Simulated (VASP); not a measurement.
# Na in VASP: notebook, part 2 of 2

VASP 6.6.1. The steps go on from the part before.

**3. Single point, PBEsol (one atom moved)**

INCAR

```
SYSTEM = Na
ALGO = Normal
EDIFF = 1E-7
ENCUT = 520
GGA = PS
ISIF = 2
ISMEAR = 0
LASPH = .TRUE.
LCHARG = .FALSE.
LREAL = .FALSE.
LWAVE = .FALSE.
NBANDS = 14
NELM = 80
PREC = Accurate
SIGMA = 0.1
```

KPOINTS

```
k-points
0
G
  12 12 6
  0 0 0
```

POSCAR

```
Na
1.0
    3.7670009976      0.0000000000      0.0000000000
   -1.8835004988      3.2623185600      0.0000000000
    0.0000000000      0.0000000000      6.1540000000
Na
2
Direct
    0.3333333333      0.6666666667      0.2500000000
    0.6666666667      0.3333333333      0.7573123172
```

Potentials or basis: VASP PAW PBE potentials, release 64 (Na_pv).

Run with:

```
$ cat potpaw_PBE.64/Na_pv/POTCAR > POTCAR
$ mpirun -np 1 vasp_std > vasp.out
```

OUTCAR:

```text
SYSTEM = Na
   EDIFF = 1E-7
   ENCUT = 520
   GGA = PS
   ISIF = 2
   ISMEAR = 0
   LASPH = .TRUE.
   LREAL = .FALSE.
   NELM = 80
   PREC = Accurate

 ion  position               nearest neighbor table
   1  0.333  0.667  0.250-
   2  0.667  0.333  0.757-

  LATTYP: Found a hexagonal cell.
 ALAT       =     3.7670009976
 C/A-ratio  =     1.6336603054

  Lattice vectors:

 A1 = (   3.7670009976,   0.0000000000,   0.0000000000)
 A2 = (  -1.8835004988,   3.2623185600,   0.0000000000)
 A3 = (   0.0000000000,   0.0000000000,   6.1540000000)

Analysis of symmetry for initial positions (statically):
=====================================================================
 Subroutine PRICEL returns:
 Original cell was already a primitive cell.

 Routine SETGRP: Setting up the symmetry group for a
 hexagonal supercell.

 Subroutine GETGRP returns: Found 12 space group operations
 (whereof  6 operations were pure point group operations)
 out of a pool of 24 trial point group operations.

The static configuration has the point symmetry C_3v.
 The point group associated with its full space group is D_3d.

Analysis of symmetry for dynamics (positions and initial velocities):
=====================================================================
 Subroutine PRICEL returns:
 Original cell was already a primitive cell.

 Routine SETGRP: Setting up the symmetry group for a
 hexagonal supercell.

 Subroutine GETGRP returns: Found 12 space group operations
 (whereof  6 operations were pure point group operations)
 out of a pool of 24 trial point group operations.

The dynamic configuration has the point symmetry C_3v.
 The point group associated with its full space group is D_3d.

 Subroutine INISYM returns: Found 12 space group operations
 (whereof  6 operations are pure point group operations),
 and found     1 'primitive' translations

----------------------------------------------------------------------------------------

[... 116 lines left out ...]
   LORBIT       =      0    0 simple, 1 ext, 2 COOP (PROOUT), +10 PAW based schemes
   GGA     = PS    functional components
   LHFCALC =     F    Hartree Fock is set to
   AEXX    =    0.0000 exact exchange contribution
   IVDW    =     0    specifies the selected vdW correction
   LEPSILON=     F    determine dielectric tensor
   LRPA    =     F    only Hartree local field effects (RPA)
 non-spin polarized calculation
 Gauss-broadening in eV      SIGMA  =   0.10
  energy-cutoff  :      520.00
  volume of cell :       75.63
 maximum number of plane-waves:      2059
   NGX = 13   NGY = 13   NGZ = 23

 number of electron      14.0000009 magnetization

 Free energy of the ion-electron system (eV)
  ---------------------------------------------------
  ext. energy  EPLUGINS =         0.00000000
  ---------------------------------------------------
  free energy    TOTEN  =        -2.80063888 eV

  energy without entropy =       -2.79506980  energy(sigma->0) =       -2.79785434

 E-fermi :   0.1883     XC(G=0):  -6.4484

 val. band max:        0.1726465077   @ k =  -0.0833   0.5000   0.1667
 cond. band min:       0.2085008818   @ k =   0.3333   0.1667   0.3333
 fundamental gap:      0.0358543741
 Fermi energy:         0.1883114669

 k-point     1 :       0.0000    0.0000    0.0000
  band No.  band energies     occupation
      1     -24.5794      2.00000
      2     -24.5514      2.00000
      3     -24.5514      2.00000
      4     -24.5467      2.00000
      5     -24.5467      2.00000
      6     -24.5464      2.00000
      7      -2.9875      2.00000
      8       0.7918      0.00000
      9       1.1960      0.00000
     10      10.1191      0.00000
     11      10.1191      0.00000
     12      10.4631      0.00000
     13      10.4631      0.00000
     14      10.6111      0.00000
[... 377 lines left out ...]
      1     -24.5750      2.00000
      2     -24.5570      2.00000
      3     -24.5545      2.00000
      4     -24.5530      2.00000
      5     -24.5484      2.00000
      6     -24.5482      2.00000
      7      -2.4701      2.00000
      8       0.1709      1.19497
      9       2.7588      0.00000
     10       6.7040      0.00000
     11       8.6383      0.00000
     12       8.7160      0.00000
     13       9.3982      0.00000
     14      10.4833      0.00000

 [... further k-points ...]
[... 5 lines left out ...]
  --------------------------------------------------------------------------------------
  -------------------------------------------------------------------------------------
  Total       -0.1428963     -0.1428963     -0.1191145      0.0000000      0.0000000      0.0000000
  in kB       -3.0272758     -3.0272758     -2.5234556      0.0000000      0.0000000      0.0000000
  external PRESSURE =      -2.8593358 kB  Pullay stress =       0.0000000 kB

 VOLUME and BASIS-vectors are now :
 -----------------------------------------------------------------------------
  energy-cutoff  :      520.00
  volume of cell :       75.63
      direct lattice vectors                 reciprocal lattice vectors
     3.767000998  0.000000000  0.000000000     0.265463163  0.153265229  0.000000000
    -1.883500499  3.262318560  0.000000000     0.000000000  0.306530457  0.000000000
     0.000000000  0.000000000  6.154000000     0.000000000  0.000000000  0.162495938

 POSITION                                       TOTAL-FORCE (eV/Angst)
 -----------------------------------------------------------------------------------
     -0.00000      2.17488      1.53850         0.000000      0.000000      0.030894
      1.88350      1.08744      4.66050         0.000000      0.000000     -0.030894
 -----------------------------------------------------------------------------------
    total drift:                                0.000000     -0.000000      0.000026

  FREE ENERGIE OF THE ION-ELECTRON SYSTEM (eV)
  ---------------------------------------------------
  free  energy   TOTEN  =        -2.8006388788 eV

  energy  without entropy=       -2.7950697951  energy(sigma->0) =       -2.79785434
```

Run time: 23 s. Hardware: 1 thread of Intel Xeon 6975P-C (Granite Rapids), shared host; peak memory 0.21 GiB.

Results:

```
Free energy            : -2.8006 eV
Pressure               : -0.3 GPa
Largest force          : 0.031 eV/Å
Band gap on the k mesh : zero (band 7 reaches 2.29 eV, above the bottom of band 8 at -1.94 eV)
```

Forces on the atoms (eV/Å):
```
Na   0.000  0.000  0.031
Na   0.000  0.000 -0.031
```

Levels at points of the mesh, in eV from the Fermi level:
| k point | band 3 | band 4 | band 5 | band 6 | band 7 | band 8 | band 9 | band 10 | band 11 | band 12 |
| --- | --- | --- | --- | --- | --- | --- | --- | --- | --- | --- |
| (0.00, 0.00, 0.00) | -24.74 | -24.74 | -24.74 | -24.73 | -3.18 | 0.60 | 1.01 | 9.93 | 9.93 | 10.27 |
| (0.50, 0.00, 0.00) | -24.75 | -24.75 | -24.74 | -24.74 | 0.30 | 0.41 | 3.88 | 3.89 | 4.36 | 4.60 |
| (0.00, 0.00, 0.50) | -24.74 | -24.74 | -24.74 | -24.74 | -2.19 | -2.13 | 5.51 | 5.52 | 10.50 | 10.50 |
| (0.50, 0.00, 0.50) | -24.74 | -24.74 | -24.74 | -24.74 | 1.09 | 1.11 | 1.58 | 1.59 | 7.63 | 7.70 |

Caveat: the cell differs from its parent crystal (one atom moved); the PAW data sets were made with another functional, which shifts forces and pressure a little.

**4. Single point, PBEsol (one atom moved)**

INCAR

```
SYSTEM = Na
PREC = Accurate
ENCUT = 520
EDIFF = 1E-6
ISMEAR = 0
SIGMA = 0.1
LREAL = .FALSE.
LASPH = .TRUE.
NELM = 100
ALGO = Fast
ISIF = 2
LWAVE = .FALSE.
LCHARG = .FALSE.
GGA = PS
NBANDS = 14
```

KPOINTS

```
Automatic mesh
0
G
  12 12 6
  0 0 0
```

POSCAR, as its differences from that of step 3:

```diff
@@ -9,2 +9,2 @@
     0.3333333333      0.6666666667      0.2500000000
-    0.6666666667      0.3333333333      0.7573123172
+    0.6693051310      0.3346176959      0.7571774456
```

Run with:

```
$ cat potpaw_PBE.64/Na_pv/POTCAR > POTCAR
$ mpirun -np 1 vasp_std > vasp.out
```

Wall time 2.2 min (1 thread of Intel Xeon 6975P-C (Granite Rapids), shared host); peak memory 0.43 GiB.

The run converged. Its results:

```yaml
Free_energy: -2.8007 eV
Pressure: -0.3 GPa
Largest_force: 0.030 eV/Å
Band_gap_on_the_k_mesh: zero (band 7 reaches 2.29 eV, above the bottom of band 8 at -1.94 eV)
```

Forces on the atoms (eV/Å):
```
Na   0.001  0.001  0.030
Na  -0.001 -0.001 -0.030
```

Levels at points of the mesh, in eV from the Fermi level:
| k point | band 5 | band 6 | band 7 | band 8 | band 9 | band 10 |
| --- | --- | --- | --- | --- | --- | --- |
| (0.00, 0.00, 0.00) | -24.73 | -24.73 | -3.18 | 0.60 | 1.01 | 9.93 |
| (0.50, 0.00, 0.00) | -24.74 | -24.74 | 0.30 | 0.41 | 3.88 | 3.89 |
| (0.00, 0.50, 0.00) | -24.74 | -24.74 | 0.30 | 0.42 | 3.88 | 3.89 |
| (0.50, 0.50, 0.00) | -24.74 | -24.74 | 0.30 | 0.42 | 3.88 | 3.89 |
| (0.00, 0.00, 0.50) | -24.74 | -24.74 | -2.19 | -2.13 | 5.51 | 5.52 |
| (0.50, 0.00, 0.50) | -24.74 | -24.74 | 1.09 | 1.11 | 1.58 | 1.59 |
| (0.00, 0.50, 0.50) | -24.74 | -24.74 | 1.09 | 1.11 | 1.57 | 1.59 |
| (0.50, 0.50, 0.50) | -24.74 | -24.74 | 1.09 | 1.11 | 1.57 | 1.59 |

Caveat: the cell differs from its parent crystal (one atom moved); the PAW data sets were made with another functional, which shifts forces and pressure a little.

**5. Single point, PBEsol (atoms moved at random and the cell strained at random)**

INCAR

```
SYSTEM = Na
ALGO     = Fast           ! electronic algorithm
EDIFF    = 1E-7           ! SCF threshold, eV
ENCUT    = 520            ! plane-wave cutoff, eV
GGA      = PS             ! functional
ISIF     = 2              ! what is computed and relaxed
ISMEAR   = 0              ! smearing method
LASPH    = .TRUE.         ! aspherical terms in the spheres
LCHARG   = .FALSE.        ! write CHGCAR
LREAL    = .FALSE.        ! projectors in reciprocal space
LWAVE    = .FALSE.        ! write WAVECAR
NBANDS   = 14             ! bands
NELM     = 100            ! most SCF steps
PREC     = Accurate       ! precision mode
SIGMA    = 0.1            ! smearing width, eV
```

KPOINTS

```
k-points
0
G
  12 12 6
  0 0 0
```

POSCAR

```
Na
1.0
    3.9732066322      0.0302490180      0.0376700100
   -1.9604068981      3.3952054441     -0.0177584399
    0.0615400000      0.0020308200      6.4335762200
Na
2
Direct
    0.3276274906      0.6677211315      0.2589551511
    0.6723725094      0.3322788685      0.7410448489
```

Run with:

```
$ cat potpaw_PBE.64/Na_pv/POTCAR > POTCAR
$ mpirun -np 1 vasp_std > vasp.out
```

It took 3.3 min on 1 thread of Intel Xeon 6975P-C (Granite Rapids), shared host; peak memory 0.48 GiB.

The run converged. Its results:

| Property | Result |
| --- | --- |
| Free energy | -2.7480 eV |
| Pressure | -1.0 GPa |
| Largest force | 0.051 eV/Å |
| Band gap on the k mesh | zero (band 7 reaches 1.72 eV, above the bottom of band 8 at -2.07 eV) |

Forces on the atoms (eV/Å):
```
Na   0.003 -0.003 -0.051
Na  -0.003  0.003  0.051
```

Stress tensor (GPa, compression positive):
```
-1.06 -0.01 -0.05
-0.01 -0.99 -0.01
-0.05 -0.01 -0.96
```

Levels at points of the mesh, in eV from the Fermi level:
| k point | band 4 | band 5 | band 6 | band 7 | band 8 | band 9 | band 10 | band 11 |
| --- | --- | --- | --- | --- | --- | --- | --- | --- |
| (0.00, 0.00, 0.00) | -24.88 | -24.88 | -24.88 | -2.91 | 0.60 | 0.88 | 8.98 | 9.17 |
| (0.50, 0.00, 0.00) | -24.88 | -24.88 | -24.88 | 0.24 | 0.27 | 3.48 | 3.60 | 3.94 |
| (0.00, 0.50, 0.00) | -24.88 | -24.88 | -24.88 | 0.31 | 0.36 | 3.60 | 3.68 | 3.97 |
| (0.50, 0.50, 0.00) | -24.88 | -24.88 | -24.88 | 0.30 | 0.36 | 3.57 | 3.66 | 3.97 |
| (0.00, 0.00, 0.50) | -24.88 | -24.88 | -24.88 | -2.04 | -1.91 | 5.08 | 5.11 | 9.50 |
| (0.50, 0.00, 0.50) | -24.88 | -24.88 | -24.88 | 0.93 | 0.99 | 1.31 | 1.40 | 7.16 |
| (0.00, 0.50, 0.50) | -24.88 | -24.88 | -24.88 | 1.02 | 1.06 | 1.43 | 1.45 | 6.97 |
| (0.50, 0.50, 0.50) | -24.88 | -24.88 | -24.88 | 0.98 | 1.11 | 1.37 | 1.50 | 6.96 |

Caveat: the cell differs from its parent crystal (atoms moved at random and the cell strained at random); the PAW data sets were made with another functional, which shifts forces and pressure a little.

**6. The runs side by side**

| task | cell | k mesh | cutoff (eV) | gap on the mesh (eV) | pressure (GPa) | largest force (eV/Å) |
| --- | --- | --- | --- | --- | --- | --- |
| relaxation of cell and atoms | relaxed from a = 3.767, b = 3.767, c = 6.154 Å, angles 90.0, 90.0, 120.0°, 2 atoms | 15 × 15 × 8 | 600 | none | 0.0 | - |
| single point | a = 3.767, b = 3.767, c = 6.154 Å, angles 90.0, 90.0, 120.0°, 2 atoms | 12 × 12 × 6 | 520 | none | -0.3 | 0.03 |
| single point | a = 3.974, b = 3.921, c = 6.434 Å, angles 90.5, 88.9, 119.6°, 2 atoms | 12 × 12 × 6 | 520 | none | -1.0 | 0.05 |

Some of these runs hold the atoms at other places in the same cell, which the table doesn't show; runs alike in all that it shows share one row.

Alike in all rows: level PBEsol; potentials or basis VASP PAW PBE potentials, release 64 (Na_pv); no spin polarisation; smearing gaussian 0.1 eV.

Caveats: the PAW data sets were made with another functional, which shifts forces and pressure a little.

Total energies depend on the potentials used, so only differences within one code and one set of settings carry meaning.
